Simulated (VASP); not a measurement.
Write the native input for VASP 6.6.1 that does the following.

* Task: relaxation of cell and atoms
* Functional: PBE
* Potentials or basis: VASP PAW PBE potentials, release 64 (Fe)
* Cutoff: 600 eV
* k mesh: 28 × 28 × 28
* Occupations: gaussian, width 0.1 eV
* Spin: collinear spin, ferromagnetic start
* Starting moments: [2.48] μB
* Dipole correction: no
* Further INCAR settings: ALGO = Normal; EDIFF = 1e-07; IBRION = 2; EDIFFG = -0.01; NSW = 100; ISIF = 3

The structure of Fe lies in POSCAR:

```
Fe
1.0
   -1.4166791413      1.4166791413      1.4166791413
    1.4166791413     -1.4166791413      1.4166791413
    1.4166791413      1.4166791413     -1.4166791413
Fe
1
Direct
    0.0000000000      0.0000000000      0.0000000000
```

The cell was generated, and may not be a known phase.

One way to write it, as run:

INCAR

```
SYSTEM = Fe
ALGO = Normal
EDIFF = 1E-7
EDIFFG = -0.01
ENCUT = 600
GGA = PE
IBRION = 2
ISIF = 3
ISMEAR = 0
ISPIN = 2
LASPH = .TRUE.
LCHARG = .FALSE.
LMAXMIX = 4
LORBIT = 11
LREAL = .FALSE.
LWAVE = .FALSE.
MAGMOM = 2.48
NELM = 150
NSW = 100
PREC = Accurate
SIGMA = 0.1
```

KPOINTS

```
k-points
0
G
  28 28 28
  0 0 0
```

Potentials or basis: VASP PAW PBE potentials, release 64 (Fe).

Launch:

```sh
$ cat potpaw_PBE.64/Fe/POTCAR > POTCAR
$ mpirun -np 1 vasp_std > vasp.out
```

Results of the run:

```yaml
Relaxed_volume: 11.34 Å³/atom
Relaxed_cell: a = 2.452 Å, b = 2.452 Å, c = 2.452 Å, α = 109.47°, β = 109.47°, γ = 109.47°
Space_group_after_relaxing_to_0.1_Å: Im-3m (No. 229)
Energy_gained_by_relaxing: 0.0 meV/atom
Ionic_steps: 3
Pressure_after_relaxing: 0.0 GPa
Net_moment: 2.19 μB per cell
Site_moments: Fe +2.18 μB
Valence_electrons_inside_the_program's_atomic_spheres: Fe 7.27
```

Wall time 110 s on 1 thread of Intel(R) Xeon(R) 6975P-C (Granite Rapids), with other jobs on the host, peak memory 0.26 GiB.
